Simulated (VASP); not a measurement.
# Mo5W (P4/mmm) in VASP: settings compared

Aim: see how the results for Mo5W move with the level of theory and the settings. Levels: PBE, LDA. Tasks: single point.

All numbers are computed with VASP 6.6.1; they aren't measurements. Logs are shortened: lines on timing, memory, paths and dates and some standing lists are left out, and cuts for length are marked.

## Step 1: The cell of the first run

Symmetry: P4/mmm, No. 123, tetragonal system. The conventional cell has a = 3.164 Å, b = 3.164 Å, c = 9.495 Å, α = 90.00°, β = 90.00°, γ = 90.00°. Mo (site symmetry 4mm) has 13 Mo at 2.74 to 3.16 Å and 1 W at 3.17 Å within 3.6 Å. Mo (site symmetry 4mm) has 10 Mo at 2.74 to 3.17 Å and 4 W at 2.74 Å within 3.6 Å. Within 3.6 Å of Mo (site symmetry 4/mmm) lie 14 Mo at 2.74 to 3.16 Å. Within 3.6 Å of W (site symmetry 4/mmm) lie 10 Mo at 2.74 to 3.17 Å and 4 W at 3.16 Å.

## Step 2: Single point, PBE

Contents of INCAR:

```
ALGO = Fast ; EDIFF = 1E-7
ENCUT = 520 ; GGA = PE
ISIF = 2 ; ISMEAR = 0
LASPH = T ; LCHARG = F
LREAL = F ; LWAVE = F
NBANDS = 51 ; NELM = 60
PREC = Accurate ; SIGMA = 0.1
```

Contents of KPOINTS:

```
k-points
0
Gamma
  12 12 4
```

Contents of POSCAR:

```
Mo5W
1.0
    3.1641359000      0.0000000000      0.0000000000
    0.0000000000      3.1641359000      0.0000000000
    0.0000000000      0.0000000000      9.4951626000
Mo W
5 1
Direct
    0.0000000000      0.0000000000      0.6660800000
    0.5000000000      0.5000000000      0.8328750000
    0.5000000000      0.5000000000      0.1671250000
    0.0000000000      0.0000000000      0.3339200000
    0.5000000000      0.5000000000      0.5000000000
    0.0000000000      0.0000000000      0.0000000000
```

Potentials or basis: VASP PAW PBE potentials, release 64 (Mo_sv, W_sv).

Started as:

```sh
cat potpaw_PBE.64/Mo_sv/POTCAR potpaw_PBE.64/W_sv/POTCAR > POTCAR
mpirun -np 1 vasp_std > vasp.out
```

OUTCAR:

```text
EDIFF = 1E-7
   ENCUT = 520
   GGA = PE
   ISIF = 2
   ISMEAR = 0
   LASPH = T
   LREAL = F
   NELM = 60
   PREC = Accurate

 ion  position               nearest neighbor table
   1  0.000  0.000  0.666-   5 2.74   5 2.74   5 2.74   5 2.74   2 2.74   2 2.74   2 2.74   2 2.74
                             4 3.15   6 3.17
   2  0.500  0.500  0.833-   1 2.74   1 2.74   1 2.74   1 2.74   6 2.74   6 2.74   6 2.74   6 2.74
                             5 3.16   3 3.17
   3  0.500  0.500  0.167-   4 2.74   4 2.74   4 2.74   4 2.74   6 2.74   6 2.74   6 2.74   6 2.74
                             5 3.16   2 3.17
   4  0.000  0.000  0.334-   5 2.74   5 2.74   5 2.74   5 2.74   3 2.74   3 2.74   3 2.74   3 2.74
                             1 3.15   6 3.17
   5  0.500  0.500  0.500-   1 2.74   4 2.74   1 2.74   4 2.74   1 2.74   4 2.74   1 2.74   4 2.74
                             3 3.16   2 3.16
   6  0.000  0.000  0.000-   2 2.74   3 2.74   2 2.74   3 2.74   2 2.74   3 2.74   2 2.74   3 2.74
                             1 3.17   4 3.17

  LATTYP: Found a simple tetragonal cell.
 ALAT       =     3.1641359000
 C/A-ratio  =     3.0008706642

  Lattice vectors:

 A1 = (   3.1641359000,   0.0000000000,   0.0000000000)
 A2 = (   0.0000000000,   3.1641359000,   0.0000000000)
 A3 = (   0.0000000000,   0.0000000000,   9.4951626000)

Analysis of symmetry for initial positions (statically):
=====================================================================
 Subroutine PRICEL returns:
 Original cell was already a primitive cell.

 Routine SETGRP: Setting up the symmetry group for a
 simple tetragonal supercell.

 Subroutine GETGRP returns: Found 16 space group operations
 (whereof 16 operations were pure point group operations)
 out of a pool of 16 trial point group operations.

The static configuration has the point symmetry D_4h.

Analysis of symmetry for dynamics (positions and initial velocities):
=====================================================================
 Subroutine PRICEL returns:
 Original cell was already a primitive cell.

 Routine SETGRP: Setting up the symmetry group for a
 simple tetragonal supercell.

 Subroutine GETGRP returns: Found 16 space group operations
 (whereof 16 operations were pure point group operations)
 out of a pool of 16 trial point group operations.

The dynamic configuration has the point symmetry D_4h.

 Subroutine INISYM returns: Found 16 space group operations
 (whereof 16 operations are pure point group operations),
 and found     1 'primitive' translations

----------------------------------------------------------------------------------------

                                     Primitive cell

  volume of cell :      95.0633

  direct lattice vectors                    reciprocal lattice vectors
     3.164135900  0.000000000  0.000000000     0.316042051  0.000000000  0.000000000
     0.000000000  3.164135900  0.000000000     0.000000000  0.316042051  0.000000000
     0.000000000  0.000000000  9.495162600     0.000000000  0.000000000  0.105316785

  length of vectors
     3.164135900  3.164135900  9.495162600     0.316042051  0.316042051  0.105316785

  position of ions in fractional coordinates (direct lattice)
     0.000000000  0.000000000  0.666080000
     0.500000000  0.500000000  0.832875000
     0.500000000  0.500000000  0.167125000
     0.000000000  0.000000000  0.333920000
     0.500000000  0.500000000  0.500000000
     0.000000000  0.000000000  0.000000000

  ion indices of the primitive-cell ions
   primitive index   ion index
                 1           1
                 2           2
                 3           3
                 4           4
                 5           5
                 6           6

----------------------------------------------------------------------------------------

 KPOINTS: k-points

Automatic generation of k-mesh.
 Grid dimensions read from file:
 generate k-points for:   12   12    4

 Generating k-lattice:

  Cartesian coordinates                     Fractional coordinates (reciprocal lattice)
     0.026336838  0.000000000  0.000000000     0.083333333  0.000000000  0.000000000
     0.000000000  0.026336838  0.000000000     0.000000000  0.083333333  0.000000000
     0.000000000  0.000000000  0.026329196     0.000000000  0.000000000  0.250000000

  Length of vectors
     0.026336838  0.026336838  0.026329196

  Shift w.r.t. Gamma in fractional coordinates (k-lattice)
     0.000000000  0.000000000  0.000000000

 Subroutine IBZKPT returns following result:
 ===========================================

 Found     84 irreducible k-points:

 Following reciprocal coordinates:
            Coordinates               Weight
  0.000000  0.000000  0.000000      1.000000
  0.083333  0.000000  0.000000      4.000000
  0.166667  0.000000  0.000000      4.000000
  0.250000  0.000000  0.000000      4.000000
  0.333333  0.000000  0.000000      4.000000
  0.416667  0.000000  0.000000      4.000000
[... 16 lines left out ...]
  0.333333  0.333333  0.000000      4.000000
  0.416667  0.333333  0.000000      8.000000
 [... further k-points ...]
   k-points           NKPTS =     84   k-points in BZ     NKDIM =     84   number of bands    NBANDS=     51
   number of dos      NEDOS =    301   number of ions     NIONS =      6
   total plane-waves  NPLWV =  41472
   dimension x,y,z NGX =    24 NGY =   24 NGZ =   72
   dimension x,y,z NGXF=    48 NGYF=   48 NGZF=  144
   ions per type =               5   1
   NGX,Y,Z   is equivalent  to a cutoff of  12.61, 12.61, 12.61 a.u.
   NGXF,Y,Z  is equivalent  to a cutoff of  25.22, 25.22, 25.21 a.u.
 SYSTEM =  unknown system
   PREC   = accura    normal or accurate (medium, high low for compatibility)
   ISTART =      0    job   : 0-new  1-cont  2-samecut
   ICHARG =      2    charge: 1-file 2-atom 10-const
   ISPIN  =      1    spin polarized calculation?
   LNONCOLLINEAR =      F non collinear calculations
   LSORBIT =      F    spin-orbit coupling
   LASPH  =      T    aspherical Exc in radial PAW
   ENCUT  =  520.0 eV  38.22 Ry    6.18 a.u.   5.88  5.88 17.65*2*pi/ulx,y,z
   NELM   =     60;   NELMIN=  2; NELMDL= -5     # of ELM steps
   EDIFF  = 0.1E-06   stopping-criterion for ELM
   LREAL  =      F    real-space projection
   EDIFFG = 0.1E-05   stopping-criterion for IOM
   NSW    =      0    number of steps for IOM
   IBRION =     -1    ionic relax: 0-MD 1-quasi-New 2-CG
   NFREE  =      0    steps in history (QN), initial steepest desc. (CG)
   ISIF   =      2    stress and relaxation
   ISYM   =      2    0-nonsym 1-usesym 2-fastsym
   POTIM  = 0.5000    time-step for ionic-motion
   TEBEG  =    0.0;   TEEND  =   0.0 temperature during run
   PSTRESS=    0.0 pullay stress
   NELECT =      84.0000    total number of electrons
   NUPDOWN=      -1.0000    fix difference up-down
   EMIN   =  10.00;   EMAX   =-10.00  energy-range for DOS
   EFERMI =   0.00;   METHOD = LEGACY
   ISMEAR =     0;   SIGMA  =   0.10  broadening in eV -4-tet -1-fermi 0-gaus
   EFERMI_NEDOS =   21; number of points for ismear=-14 and -15
   IALGO  =     68    algorithm
   IMIX   =      4    mixing-type and parameters
     AMIX     =   0.40;   BMIX     =  1.00
     AMIX_MAG =   1.60;   BMIX_MAG =  1.00
  volume/ion in A,a.u.               =      15.84       106.92
  Fermi-wavevector in a.u.,A,eV,Ry     =   1.570955  2.968674 33.577807  2.467899
  Thomas-Fermi vector in A             =   2.672611
   LORBIT       =      0    0 simple, 1 ext, 2 COOP (PROOUT), +10 PAW based schemes
   GGA     = PE    functional components
   LHFCALC =     F    Hartree Fock is set to
   AEXX    =    0.0000 exact exchange contribution
   IVDW    =     0    specifies the selected vdW correction
   LEPSILON=     F    determine dielectric tensor
   LRPA    =     F    only Hartree local field effects (RPA)
 non-spin polarized calculation
 RMM-DIIS sequential band-by-band and
 Gauss-broadening in eV      SIGMA  =   0.10
  energy-cutoff  :      520.00
  volume of cell :       95.06
 maximum number of plane-waves:      2624
 NGX is ok and might be reduce to    24
   NGX = 11   NGY = 11   NGZ = 35

 number of electron      84.0000019 magnetization

 Free energy of the ion-electron system (eV)
  ---------------------------------------------------
  ext. energy  EPLUGINS =         0.00000000
  ---------------------------------------------------
  free energy    TOTEN  =       -67.66659079 eV

  energy without entropy =      -67.65005404  energy(sigma->0) =      -67.65832242

 E-fermi :  12.2985     XC(G=0): -13.3707

 val. band max:       12.2954669854   @ k =   0.2500   0.0000   0.0000
 cond. band min:      12.3157924289   @ k =   0.5000   0.5000   0.5000
 fundamental gap:      0.0203254435
 Fermi energy:        12.2985218822

 k-point     1 :       0.0000    0.0000    0.0000
  band No.  band energies     occupation
      1     -61.9186      2.00000
      2     -49.0324      2.00000
      3     -48.9305      2.00000
      4     -48.8004      2.00000
      5     -48.7055      2.00000
      6     -48.6553      2.00000
[... 43 lines left out ...]
     50      13.9590      0.00000
     51      14.4624      0.00000

 k-point     2 :       0.0833    0.0000    0.0000
  band No.  band energies     occupation
      1     -61.9179      2.00000
      2     -49.0249      2.00000
      3     -48.9258      2.00000
      4     -48.7992      2.00000
      5     -48.7076      2.00000
      6     -48.6605      2.00000
[... 43 lines left out ...]
     50      14.0221      0.00000
     51      14.7435      0.00000

 k-point     3 :       0.1667    0.0000    0.0000
  band No.  band energies     occupation
      1     -61.9162      2.00000
      2     -49.0033      2.00000
      3     -48.9122      2.00000
      4     -48.7959      2.00000
      5     -48.7140      2.00000
      6     -48.6756      2.00000
[... 43 lines left out ...]
     50      14.2240      0.00000
     51      14.5517      0.00000
[... 1027 lines left out ...]
 k-point    23 :       0.3333    0.3333    0.0000
  band No.  band energies     occupation
      1     -61.9048      2.00000
      2     -48.8678      2.00000
      3     -48.8327      2.00000
      4     -48.7832      2.00000
      5     -48.7531      2.00000
      6     -48.7441      2.00000
[... 43 lines left out ...]
     50      14.3934      0.00000
     51      14.4523      0.00000

 k-point    24 :       0.4167    0.3333    0.0000
  band No.  band energies     occupation
      1     -61.9031      2.00000
      2     -48.8438      2.00000
      3     -48.8227      2.00000
      4     -48.7930      2.00000
      5     -48.7564      2.00000
      6     -48.7469      2.00000
[... 43 lines left out ...]
     50      14.5712      0.00000
     51      14.6467      0.00000

 [... further k-points ...]
[... 5 lines left out ...]
  --------------------------------------------------------------------------------------
  -------------------------------------------------------------------------------------
  Total        0.2803766      0.2803766      0.2829592      0.0000000      0.0000000      0.0000000
  in kB        4.7254127      4.7254127      4.7689382      0.0000000      0.0000000      0.0000000
  external PRESSURE =       4.7399212 kB  Pullay stress =       0.0000000 kB

 VOLUME and BASIS-vectors are now :
 -----------------------------------------------------------------------------
  energy-cutoff  :      520.00
  volume of cell :       95.06
      direct lattice vectors                 reciprocal lattice vectors
     3.164135900  0.000000000  0.000000000     0.316042051  0.000000000  0.000000000
     0.000000000  3.164135900  0.000000000     0.000000000  0.316042051  0.000000000
     0.000000000  0.000000000  9.495162600     0.000000000  0.000000000  0.105316785

 POSITION                                       TOTAL-FORCE (eV/Angst)
 -----------------------------------------------------------------------------------
      0.00000      0.00000      6.32454         0.000000     -0.000000     -0.003756
      1.58207      1.58207      7.90828         0.000000     -0.000000     -0.007462
      1.58207      1.58207      1.58688        -0.000000      0.000000      0.007462
      0.00000      0.00000      3.17062         0.000000     -0.000000      0.003756
      1.58207      1.58207      4.74758         0.000000     -0.000000      0.000000
      0.00000      0.00000      0.00000         0.000000     -0.000000      0.000000
 -----------------------------------------------------------------------------------
    total drift:                                0.000000     -0.000000      0.000000

  FREE ENERGIE OF THE ION-ELECTRON SYSTEM (eV)
  ---------------------------------------------------
  free  energy   TOTEN  =       -67.6665907949 eV

  energy  without entropy=      -67.6500540377  energy(sigma->0) =      -67.65832242
```

Run time: 12 min. Hardware: 1 thread of Intel Xeon 8259CL, shared host; peak memory 0.42 GiB.

What came out:

```
Free energy            : -67.6666 eV
Pressure               : 0.5 GPa
Largest force          : 0.007 eV/Å
Band gap on the k mesh : zero (bands 42 and 43 overlap by 1.98 eV)
```

Forces on the atoms (eV/Å):
```
Mo   0.000  0.000 -0.004
Mo   0.000  0.000 -0.007
Mo   0.000  0.000  0.007
Mo   0.000  0.000  0.004
Mo   0.000  0.000  0.000
W    0.000  0.000  0.000
```

Levels at points of the mesh, in eV from the Fermi level:
| k point | band 39 | band 40 | band 41 | band 42 | band 43 | band 44 | band 45 | band 46 |
| --- | --- | --- | --- | --- | --- | --- | --- | --- |
| (0.00, 0.00, 0.00) | -1.26 | -1.26 | -0.91 | -0.84 | -0.39 | -0.29 | 0.56 | 0.56 |
| (0.50, 0.00, 0.00) | -0.71 | -0.66 | -0.63 | -0.63 | -0.60 | -0.55 | 0.78 | 0.93 |
| (0.50, 0.50, 0.00) | -1.46 | -1.46 | 1.36 | 1.36 | 1.61 | 1.64 | 2.11 | 2.12 |
| (0.00, 0.00, 0.50) | -1.17 | -1.08 | -0.72 | -0.72 | -0.62 | -0.62 | 0.78 | 0.81 |
| (0.50, 0.00, 0.50) | -1.86 | -1.86 | 0.05 | 0.08 | 0.18 | 0.25 | 1.35 | 1.35 |
| (0.50, 0.50, 0.50) | 0.02 | 0.02 | 0.26 | 0.26 | 1.71 | 1.73 | 1.88 | 1.89 |

Caveat: spin-orbit coupling is left out, which moves the levels of the heavy elements.

## Step 3: Single point, LDA

Contents of INCAR:

```
SYSTEM = Mo5W
PREC = Accurate
ENCUT = 520
EDIFF = 1E-7
ISMEAR = 0
SIGMA = 0.1
LREAL = .FALSE.
LASPH = .TRUE.
NELM = 80
ALGO = Fast
ISIF = 2
LWAVE = .FALSE.
LCHARG = .FALSE.
NBANDS = 51
```

Contents of KPOINTS:

```
Automatic mesh
0
G
  12 12 4
  0 0 0
```

POSCAR is that of step 2.

Potentials or basis: VASP PAW LDA potentials, release 64 (Mo_sv, W_sv).

Started as:

```sh
cat potpaw_LDA.64/Mo_sv/POTCAR potpaw_LDA.64/W_sv/POTCAR > POTCAR
mpirun -np 1 vasp_std > vasp.out
```

Wall time 12 min (1 thread of Intel Xeon 8259CL, shared host); peak memory 0.39 GiB.

It converged, with:

- Free energy: -74.6480 eV
- Pressure: -11.6 GPa
- Largest force: 0.030 eV/Å
- Band gap on the k mesh: zero (bands 42 and 43 overlap by 2.05 eV)

Forces on the atoms (eV/Å):
```
Mo   0.000  0.000 -0.007
Mo   0.000  0.000  0.030
Mo   0.000  0.000 -0.030
Mo   0.000  0.000  0.007
Mo   0.000  0.000  0.000
W    0.000  0.000  0.000
```

Levels at points of the mesh, in eV from the Fermi level:
| k point | band 38 | band 39 | band 40 | band 41 | band 42 | band 43 | band 44 | band 45 | band 46 | band 47 |
| --- | --- | --- | --- | --- | --- | --- | --- | --- | --- | --- |
| (0.00, 0.00, 0.00) | -1.34 | -1.27 | -1.27 | -0.94 | -0.87 | -0.39 | -0.30 | 0.58 | 0.58 | 0.75 |
| (0.50, 0.00, 0.00) | -0.71 | -0.68 | -0.65 | -0.64 | -0.63 | -0.59 | -0.55 | 0.78 | 0.92 | 1.13 |
| (0.50, 0.50, 0.00) | -1.57 | -1.43 | -1.43 | 1.43 | 1.43 | 1.58 | 1.61 | 2.08 | 2.08 | 2.16 |
| (0.00, 0.00, 0.50) | -1.42 | -1.18 | -1.10 | -0.71 | -0.71 | -0.62 | -0.62 | 0.77 | 0.78 | 0.89 |
| (0.50, 0.00, 0.50) | -1.88 | -1.87 | -1.87 | 0.05 | 0.08 | 0.18 | 0.24 | 1.42 | 1.42 | 1.62 |
| (0.50, 0.50, 0.50) | -2.68 | 0.08 | 0.08 | 0.30 | 0.30 | 1.69 | 1.71 | 1.84 | 1.86 | 2.18 |

Caveat: the cell stands under tension; spin-orbit coupling is left out, which moves the levels of the heavy elements.

## Step 4: Single point, PBE

Contents of INCAR:

```
PREC     = Accurate       # precision mode
ENCUT    = 500            # plane-wave cutoff, eV
EDIFF    = 1E-6           # SCF threshold, eV
ISMEAR   = -1             # smearing method
SIGMA    = 0.15           # smearing width, eV
LREAL    = F              # projectors in reciprocal space
LASPH    = T              # aspherical terms in the spheres
NELM     = 120            # most SCF steps
ALGO     = Normal         # electronic algorithm
ISIF     = 2              # what is computed and relaxed
LWAVE    = F              # write WAVECAR
LCHARG   = F              # write CHGCAR
GGA      = PE             # functional
NBANDS   = 51             # bands
GGA_COMPAT= F
```

Contents of KPOINTS:

```
Automatic mesh
0
Gamma
  12 12 4
```

Contents of POSCAR:

```
Mo5W
1.0
    3.1646668395      0.0000000000      0.0000000000
    0.0000000000      3.1646668395      0.0000000000
    0.0000000000      0.0000000000      9.4967256817
Mo W
5 1
Direct
    0.0000000000      0.0000000000      0.6660789157
    0.5000000000      0.5000000000      0.8329039185
    0.5000000000      0.5000000000      0.1670960815
    0.0000000000      0.0000000000      0.3339210843
    0.5000000000      0.5000000000      0.5000000000
    0.0000000000      0.0000000000      0.0000000000
```

Potentials or basis: VASP PAW PBE potentials, release 64 (Mo_sv, W_sv).

Started as:

```sh
cat potpaw_PBE.64/Mo_sv/POTCAR potpaw_PBE.64/W_sv/POTCAR > POTCAR
mpirun -np 1 vasp_std > vasp.out
```

Run time: 7.8 min. Hardware: 1 thread of Oxide Virtual Turin-like, shared host; peak memory 0.37 GiB.

It converged, with:

| Item | Value |
| --- | --- |
| Free energy | -67.7874 eV |
| Pressure | 0.5 GPa |
| Largest force | 0.006 eV/Å |
| Band gap on the k mesh | zero (bands 42 and 43 overlap by 1.97 eV) |

Forces on the atoms (eV/Å):
```
Mo   0.000  0.000  0.000
Mo   0.000  0.000 -0.006
Mo   0.000  0.000  0.006
Mo   0.000  0.000  0.000
Mo   0.000  0.000  0.000
W    0.000  0.000  0.000
```

Levels at points of the mesh, in eV from the Fermi level:
| k point | band 40 | band 41 | band 42 | band 43 | band 44 | band 45 |
| --- | --- | --- | --- | --- | --- | --- |
| (0.00, 0.00, 0.00) | -1.18 | -0.83 | -0.75 | -0.31 | -0.21 | 0.64 |
| (0.50, 0.00, 0.00) | -0.58 | -0.55 | -0.54 | -0.52 | -0.47 | 0.86 |
| (0.50, 0.50, 0.00) | -1.38 | 1.43 | 1.43 | 1.69 | 1.72 | 2.18 |
| (0.00, 0.00, 0.50) | -1.00 | -0.64 | -0.64 | -0.54 | -0.54 | 0.86 |
| (0.50, 0.00, 0.50) | -1.78 | 0.13 | 0.16 | 0.26 | 0.34 | 1.43 |
| (0.50, 0.50, 0.50) | 0.10 | 0.34 | 0.34 | 1.80 | 1.82 | 1.96 |

Caveat: spin-orbit coupling is left out, which moves the levels of the heavy elements.

## Step 5: The runs side by side

```csv
level,potentials or basis,cell,cutoff (eV),smearing,gap on the mesh (eV),pressure (GPa),largest force (eV/Å)
PBE,"VASP PAW PBE potentials, release 64 (Mo_sv, W_sv)","a = 3.164, b = 3.164, c = 9.495 Å, 6 atoms",520,gaussian 0.1 eV,none,0.5,0.01
LDA,"VASP PAW LDA potentials, release 64 (Mo_sv, W_sv)","a = 3.164, b = 3.164, c = 9.495 Å, 6 atoms",520,gaussian 0.1 eV,none,-11.6,0.03
PBE,"VASP PAW PBE potentials, release 64 (Mo_sv, W_sv)","a = 3.165, b = 3.165, c = 9.497 Å, 6 atoms",500,fermi-dirac 0.15 eV,none,0.5,0.01
```

Alike in all rows: task single point; no spin polarisation; k mesh 12 × 12 × 4.

Caveats: spin-orbit coupling is left out, which moves the levels of the heavy elements; the cell stands under tension (at least some runs).

Total energies depend on the potentials used, so only differences within one code and one set of settings carry meaning.

The gap in the log of VASP goes by the Fermi energy; the results here count the filled bands.